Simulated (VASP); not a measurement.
# HgTe (I-4m2) in VASP: notebook

HgTe is run at these levels: LDA; tasks: electric field gradients.

Program: VASP 6.6.1. These are calculated values, not measurements. Logs are shortened: lines on timing, memory, paths and dates and some standing lists are left out, and cuts for length are marked.

### 1 The cell of the first run

Symmetry: I-4m2, No. 119, tetragonal system. The conventional cell has a = 4.559 Å, b = 4.559 Å, c = 6.254 Å, α = 90.00°, β = 90.00°, γ = 90.00°. Within 3.6 Å of Hg (site symmetry -4m2) lie 4 Te at 2.76 Å. Within 3.6 Å of Te (site symmetry -4m2) lie 4 Hg at 2.76 Å.

### 2 Electric field gradients, LDA (zz strain of -3 %)

INCAR reads:

```
ALGO     = Normal         # electronic algorithm
EDIFF    = 1E-8           # SCF threshold, eV
ENCUT    = 520            # plane-wave cutoff, eV
GGA      = CA             # functional
ISIF     = 2              # what is computed and relaxed
ISMEAR   = -1             # smearing method
LASPH    = True           # aspherical terms in the spheres
LCHARG   = False          # write CHGCAR
LEFG     = True         
LREAL    = False          # projectors in reciprocal space
LWAVE    = False          # write WAVECAR
NBANDS   = 16             # bands
NELM     = 60             # most SCF steps
PREC     = Accurate       # precision mode
SIGMA    = 0.03           # smearing width, eV
```

KPOINTS reads:

```
k-points
0
Gamma
  11 11 11
```

POSCAR reads:

```
HgTe
1.0
    0.0000000000      3.2235000000      3.1267950000
    3.2235000000      0.0000000000      3.1267950000
    3.2235000000      3.2235000000      0.0000000000
Hg Te
1 1
Direct
    0.0000000000      0.0000000000      0.0000000000
    0.7500000000      0.7500000000      0.7500000000
```

Potentials or basis: VASP PAW LDA potentials, release 64 (Hg, Te).

Command:

```bash
$ cat potpaw_LDA.64/Hg/POTCAR potpaw_LDA.64/Te/POTCAR > POTCAR
$ mpirun -np 1 vasp_std > vasp.out
```

OUTCAR:

```text
EDIFF = 1E-8
   ENCUT = 520
   GGA = CA
   ISIF = 2
   ISMEAR = -1
   LASPH = True
   LREAL = False
   NELM = 60
   PREC = Accurate

 ion  position               nearest neighbor table
   1  0.000  0.000  0.000-   2 2.76   2 2.76   2 2.76   2 2.76
   2  0.750  0.750  0.750-   1 2.76   1 2.76   1 2.76   1 2.76

  LATTYP: Found a body centered tetragonal cell.
 ALAT       =     4.5587174183
 C/A-ratio  =     1.3717871555

  Lattice vectors:

 A1 = (   0.0000000000,  -3.2235000000,  -3.1267950000)
 A2 = (   0.0000000000,   3.2235000000,  -3.1267950000)
 A3 = (   3.2235000000,   0.0000000000,   3.1267950000)

Analysis of symmetry for initial positions (statically):
=====================================================================
 Subroutine PRICEL returns:
 Original cell was already a primitive cell.

 Routine SETGRP: Setting up the symmetry group for a
 body centered tetragonal supercell.

 Subroutine GETGRP returns: Found  8 space group operations
 (whereof  8 operations were pure point group operations)
 out of a pool of 16 trial point group operations.

The static configuration has the point symmetry D_2d.

Analysis of symmetry for dynamics (positions and initial velocities):
=====================================================================
 Subroutine PRICEL returns:
 Original cell was already a primitive cell.

 Routine SETGRP: Setting up the symmetry group for a
 body centered tetragonal supercell.

 Subroutine GETGRP returns: Found  8 space group operations
 (whereof  8 operations were pure point group operations)
 out of a pool of 16 trial point group operations.

The dynamic configuration has the point symmetry D_2d.

 Subroutine INISYM returns: Found  8 space group operations
 (whereof  8 operations are pure point group operations),
 and found     1 'primitive' translations

----------------------------------------------------------------------------------------

                                     Primitive cell

  volume of cell :      64.9808

  direct lattice vectors                    reciprocal lattice vectors
     0.000000000  3.223500000  3.126795000    -0.155110904  0.155110904  0.159908149
     3.223500000  0.000000000  3.126795000     0.155110904 -0.155110904  0.159908149
     3.223500000  3.223500000  0.000000000     0.155110904  0.155110904 -0.159908149

  length of vectors
     4.490857293  4.490857293  4.558717418     0.271457918  0.271457918  0.271457918

  position of ions in fractional coordinates (direct lattice)
     0.000000000  0.000000000  0.000000000
     0.750000000  0.750000000  0.750000000

  ion indices of the primitive-cell ions
   primitive index   ion index
                 1           1
                 2           2

----------------------------------------------------------------------------------------

 KPOINTS: k-points

Automatic generation of k-mesh.
 Grid dimensions read from file:
 generate k-points for:   11   11   11

 Generating k-lattice:

  Cartesian coordinates                     Fractional coordinates (reciprocal lattice)
    -0.014100991  0.014100991  0.014537104     0.090909091 -0.000000000  0.000000000
     0.014100991 -0.014100991  0.014537104    -0.000000000  0.090909091  0.000000000
     0.014100991  0.014100991 -0.014537104     0.000000000  0.000000000  0.090909091

  Length of vectors
     0.024677993  0.024677993  0.024677993

  Shift w.r.t. Gamma in fractional coordinates (k-lattice)
     0.000000000  0.000000000  0.000000000

 Subroutine IBZKPT returns following result:
 ===========================================

 Found    126 irreducible k-points:

 Following reciprocal coordinates:
            Coordinates               Weight
  0.000000  0.000000  0.000000      1.000000
  0.090909 -0.000000  0.000000      8.000000
  0.181818 -0.000000  0.000000      8.000000
  0.272727 -0.000000  0.000000      8.000000
  0.363636 -0.000000  0.000000      8.000000
  0.454545 -0.000000  0.000000      8.000000
[... 16 lines left out ...]
 -0.272727  0.181818  0.000000      8.000000
 -0.181818  0.181818  0.000000      4.000000
 [... further k-points ...]
   k-points           NKPTS =    126   k-points in BZ     NKDIM =    126   number of bands    NBANDS=     16
   number of dos      NEDOS =    301   number of ions     NIONS =      2
   total plane-waves  NPLWV =  46656
   dimension x,y,z NGX =    36 NGY =   36 NGZ =   36
   dimension x,y,z NGXF=    72 NGYF=   72 NGZF=   72
   ions per type =               1   1
   NGX,Y,Z   is equivalent  to a cutoff of  13.33, 13.33, 13.13 a.u.
   NGXF,Y,Z  is equivalent  to a cutoff of  26.65, 26.65, 26.26 a.u.
 SYSTEM =  unknown system
   PREC   = accura    normal or accurate (medium, high low for compatibility)
   ISTART =      0    job   : 0-new  1-cont  2-samecut
   ICHARG =      2    charge: 1-file 2-atom 10-const
   ISPIN  =      1    spin polarized calculation?
   LNONCOLLINEAR =      F non collinear calculations
   LSORBIT =      F    spin-orbit coupling
   LASPH  =      T    aspherical Exc in radial PAW
   ENCUT  =  520.0 eV  38.22 Ry    6.18 a.u.   8.35  8.35  8.48*2*pi/ulx,y,z
   NELM   =     60;   NELMIN=  2; NELMDL= -5     # of ELM steps
   EDIFF  = 0.1E-07   stopping-criterion for ELM
   LREAL  =      F    real-space projection
   EDIFFG = 0.1E-06   stopping-criterion for IOM
   NSW    =      0    number of steps for IOM
   IBRION =     -1    ionic relax: 0-MD 1-quasi-New 2-CG
   NFREE  =      0    steps in history (QN), initial steepest desc. (CG)
   ISIF   =      2    stress and relaxation
   ISYM   =      2    0-nonsym 1-usesym 2-fastsym
   POTIM  = 0.5000    time-step for ionic-motion
   TEBEG  =    0.0;   TEEND  =   0.0 temperature during run
   PSTRESS=    0.0 pullay stress
   NELECT =      18.0000    total number of electrons
   NUPDOWN=      -1.0000    fix difference up-down
   EMIN   =  10.00;   EMAX   =-10.00  energy-range for DOS
   EFERMI =   0.00;   METHOD = LEGACY
   ISMEAR =    -1;   SIGMA  =   0.03  broadening in eV -4-tet -1-fermi 0-gaus
   EFERMI_NEDOS =   21; number of points for ismear=-14 and -15
   IALGO  =     38    algorithm
   IMIX   =      4    mixing-type and parameters
     AMIX     =   0.40;   BMIX     =  1.00
     AMIX_MAG =   1.60;   BMIX_MAG =  1.00
  volume/ion in A,a.u.               =      32.49       219.26
  Fermi-wavevector in a.u.,A,eV,Ry     =   1.067179  2.016677 15.495291  1.138872
  Thomas-Fermi vector in A             =   2.202787
   LORBIT       =      0    0 simple, 1 ext, 2 COOP (PROOUT), +10 PAW based schemes
   GGA     = CA    functional components
   LHFCALC =     F    Hartree Fock is set to
   AEXX    =    0.0000 exact exchange contribution
   IVDW    =     0    specifies the selected vdW correction
   LEPSILON=     F    determine dielectric tensor
   LRPA    =     F    only Hartree local field effects (RPA)
 non-spin polarized calculation
  energy-cutoff  :      520.00
  volume of cell :       64.98
 maximum number of plane-waves:      1775
 NGX is ok and might be reduce to    36
   NGX = 17   NGY = 17   NGZ = 17

 number of electron      17.9999998 magnetization

 Free energy of the ion-electron system (eV)
  ---------------------------------------------------
  ext. energy  EPLUGINS =         0.00000000
  ---------------------------------------------------
  free energy    TOTEN  =        -5.02687558 eV

  energy without entropy =       -5.02677725  energy(sigma->0) =       -5.02682641

 E-fermi :   3.3690     XC(G=0):  -9.2696

 val. band max:        3.2863888103   @ k =   0.0000   0.0000   0.0000
 cond. band min:       3.3911809126   @ k =   0.0000   0.0000   0.0000
 fundamental gap:      0.1047921023
 Fermi energy:         3.3690171126

 k-point     1 :       0.0000    0.0000    0.0000
  band No.  band energies     occupation
      1      -9.0005      2.00000
      2      -4.2845      2.00000
      3      -4.2845      2.00000
      4      -4.2779      2.00000
      5      -3.7155      2.00000
      6      -3.6901      2.00000
[... 8 lines left out ...]
     15      12.6913      0.00000
     16      12.8840      0.00000
[... 419 lines left out ...]
 k-point    24 :      -0.1818    0.1818    0.0000
  band No.  band energies     occupation
      1      -8.6045      2.00000
      2      -4.1864      2.00000
      3      -4.1534      2.00000
      4      -4.0730      2.00000
      5      -3.7362      2.00000
      6      -3.6776      2.00000
[... 8 lines left out ...]
     15      12.3484      0.00000
     16      12.7632      0.00000

 [... further k-points ...]

------------------------ aborting loop because EDIFF is reached ----------------------------------------

  FORCE on cell =-STRESS in cart. coord.  units (eV):
  Direction    XX          YY          ZZ          XY          YZ          ZX
  --------------------------------------------------------------------------------------
  -------------------------------------------------------------------------------------
  Total        0.5631012      0.5631012      0.7435377      0.0000000      0.0000000      0.0000000
  in kB       13.8839251     13.8839251     18.3327999      0.0000000      0.0000000      0.0000000
  external PRESSURE =      15.3668834 kB  Pullay stress =       0.0000000 kB

 VOLUME and BASIS-vectors are now :
 -----------------------------------------------------------------------------
  energy-cutoff  :      520.00
  volume of cell :       64.98
      direct lattice vectors                 reciprocal lattice vectors
     0.000000000  3.223500000  3.126795000    -0.155110904  0.155110904  0.159908149
     3.223500000  0.000000000  3.126795000     0.155110904 -0.155110904  0.159908149
     3.223500000  3.223500000  0.000000000     0.155110904  0.155110904 -0.159908149

 POSITION                                       TOTAL-FORCE (eV/Angst)
 -----------------------------------------------------------------------------------
      0.00000      0.00000      0.00000         0.000000      0.000000      0.000000
      4.83525      4.83525      4.69019        -0.000000     -0.000000     -0.000000
 -----------------------------------------------------------------------------------
    total drift:                                0.000000      0.000000     -0.000000

  FREE ENERGIE OF THE ION-ELECTRON SYSTEM (eV)
  ---------------------------------------------------
  free  energy   TOTEN  =        -5.0268755754 eV

  energy  without entropy=       -5.0267772458  energy(sigma->0) =       -5.02682641

 Electric field gradients (V/A^2)
---------------------------------------------------------------------
 ion       V_xx      V_yy      V_zz      V_xy      V_xz      V_yz
---------------------------------------------------------------------
   1     -10.137   -10.137    20.274    -0.000    -0.001    -0.001
   2       7.302     7.302   -14.605    -0.000    -0.000    -0.000
---------------------------------------------------------------------

 Electric field gradients after diagonalization (V/A^2)
 (convention: |V_zz| > |V_xx| > |V_yy|)
----------------------------------------------------------------------
 ion       V_xx      V_yy      V_zz     asymmetry (V_yy - V_xx)/ V_zz
----------------------------------------------------------------------
   1     -10.137   -10.137    20.274       0.000
   2       7.302     7.302   -14.605       0.000
----------------------------------------------------------------------

           NMR quadrupolar parameters

 Cq : quadrupolar parameter    Cq=e*Q*V_zz/h
 eta: asymmetry parameters     (V_yy - V_xx)/ V_zz
 Q  : nuclear electric quadrupole moment in mb (millibarn)
----------------------------------------------------------------------
 ion       Cq(MHz)       eta       Q (mb)
----------------------------------------------------------------------
   1       0.049       0.000       1.000
   2      -0.035       0.000       1.000
----------------------------------------------------------------------
```

Run time: 2.2 min. Hardware: 1 thread of Intel Xeon 8259CL, shared host; peak memory 0.27 GiB.

What came out:

```
Free energy                             : -5.0269 eV
Pressure                                : 1.5 GPa
Band gap on the k mesh                  : 0.10 eV
Largest electric field gradient by atom : Hg +20.3; Te -14.6 V/Å²
```

Stress tensor (GPa, compression positive):
```
1.39 0.00 0.00
0.00 1.39 0.00
0.00 0.00 1.83
```

Electric field gradients, principal values (V/Å²):
```tsv
atom	least	middle	greatest (by size)
1 Hg	-10.137	-10.137	20.274
2 Te	7.302	7.302	-14.605
```

Caveat: the cell differs from its parent crystal (zz strain of -3 %); without QUAD_EFG the Cq values of the log hold for a quadrupole moment of 1 mb, not for the nuclei; spin-orbit coupling is left out, which moves the levels of the heavy elements; an odd mesh through Γ misses points on the zone boundary, where band edges can lie.

(Continued in part 2 of 2.)
